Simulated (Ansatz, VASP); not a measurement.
# Two plane-wave programs on MgO

INCAR

```
SYSTEM = MgO
ALGO = Normal
EDIFF = 1E-6
ENCUT = 600
GGA = PS
GGA_COMPAT = .False.
ISIF = 2
ISMEAR = 0
LASPH = .True.
LCHARG = .False.
LORBIT = 11
LORBMOM = .True.
LREAL = .False.
LSORBIT = .True.
LWAVE = .False.
MAGMOM = 0 0 0 0 0 0
NBANDS = 20
NELM = 200
PREC = Accurate
SIGMA = 0.01
```

Contents of KPOINTS:

```
k-points
0
Gamma
  8 8 8
  0 0 0
```

File POSCAR:

```
MgO
1.0
    0.0000000000      2.1073780802      2.1073780802
    2.1073780802      0.0000000000      2.1073780802
    2.1073780802      2.1073780802      0.0000000000
Mg O
1 1
Direct
    0.0000000000      0.0000000000      0.0000000000
    0.5000000000      0.5000000000      0.5000000000
```

Input for Ansatz:

```yaml
crystal:
  lattice:
    - [0.0, 2.1073780802, 2.1073780802]
    - [2.1073780802, 0.0, 2.1073780802]
    - [2.1073780802, 2.1073780802, 0.0]
  atoms:
    - { symbol: Mg, position: [0.0, 0.0, 0.0] }
    - { symbol: O, position: [0.5, 0.5, 0.5] }
basis:
  ecutwfc: 420
kpoints:
  mp_grid: { grid: [8, 8, 8] }
  band_path:
    path:
      - [0.0, 0.0, 0.0]
      - [0.0, 0.0, 0.0]
      - [0.0, 0.0, 0.0]
      - [0.0, 0.0, 0.0]
      - [0.0, 0.0, 0.0]
      - [0.0, 0.0, 0.0]
      - [0.0, 0.0, 0.0]
      - [0.0, 0.0, 0.0]
      - [0.0, 0.0, 0.0]
      - [0.0, 0.0, 0.0]
      - [0.0, 0.0, 0.0]
      - [0.0, 0.0, 0.0]
      - [0.0, 0.0, 0.0]
      - [0.0, 0.0, 0.0]
      - [0.0, 0.0, 0.0]
      - [0.0, 0.0, 0.0]
      - [0.0, 0.0, 0.0]
      - [0.0, 0.0, 0.0]
      - [0.0, 0.0, 0.0]
      - [0.0, 0.0, 0.0]
      - [0.0, 0.0, 0.0]
      - [0.0, 0.0, 0.0]
      - [0.0, 0.0, 0.0]
      - [0.0, 0.0, 0.0]
      - [0.0, 0.0, 0.0]
      - [0.0, 0.0, 0.0]
      - [0.3, 0.3, 0.0]
      - [0.3166666667, 0.3166666667, 0.0]
      - [0.3333333333, 0.3333333333, 0.0]
      - [0.35, 0.35, 0.0]
      - [0.3666666667, 0.3666666667, 0.0]
      - [0.3833333333, 0.3833333333, 0.0]
      - [0.4, 0.4, 0.0]
      - [0.4166666667, 0.4166666667, 0.0]
      - [0.4333333333, 0.4333333333, 0.0]
      - [0.45, 0.45, 0.0]
      - [0.4666666667, 0.4666666667, 0.0]
      - [0.4833333333, 0.4833333333, 0.0]
      - [0.5, 0.5, 0.0]
      - [0.5, 0.5, 0.5]
      - [0.5, 0.5, 0.5]
      - [0.5, 0.5, 0.5]
      - [0.5, 0.5, 0.5]
      - [0.5, 0.5, 0.5]
      - [0.5, 0.5, 0.5]
      - [0.5, 0.5, 0.5]
      - [0.5, 0.5, 0.5]
      - [0.5, 0.5, 0.5]
      - [0.5, 0.5, 0.5]
      - [0.5, 0.5, 0.5]
      - [0.5, 0.5, 0.5]
      - [0.5, 0.5, 0.5]
      - [0.5, 0.5, 0.5]
      - [0.5, 0.5, 0.5]
      - [0.5, 0.5, 0.5]
      - [0.5, 0.5, 0.5]
      - [0.5, 0.5, 0.5]
      - [0.5, 0.5, 0.5]
      - [0.5, 0.5, 0.5]
      - [0.5, 0.5, 0.5]
      - [0.5, 0.5, 0.5]
      - [0.5, 0.5, 0.5]
      - [0.5, 0.5, 0.5]
      - [0.5, 0.5, 0.5]
      - [0.5, 0.5, 0.5]
    npoints: 1
hamiltonian:
  xc: pbesol
  pseudopotentials: { kind: paw_fr, azcp: { folder: soft_1 } }
scf:
  occupations: { method: fixed }
  n_extra_bands: 10
output:
  eigenvalues: true
magnetization:
  noncollinear: true
  spin_orbit: true
```

Alike in both runs: task single point; functional PBEsol; k mesh 8 × 8 × 8; non-collinear spin, spin-orbit coupling.

|  | VASP | Ansatz |
| --- | --- | --- |
| version | VASP 6.6.1 | Ansatz 0.2.0 |
| potentials or method | VASP PAW PBE potentials, release 64 (Mg, O), cutoff 600 eV | plane waves, PAW |
| occupations | gaussian, width 0.01 eV | fixed |
| valence electrons in the cell | 8 | 16 |

|  | VASP | Ansatz | Ansatz less VASP |
| --- | --- | --- | --- |
| net moment per atom (μB) | 0.00 | 0.00 | 0.000 |

VASP's potentials were made for PBE, not for PBEsol, and Ansatz warns of the same on its side. VASP's potentials hold 8 valence electrons a cell and Ansatz's 16, so a difference there can come from the potentials and not from the codes.
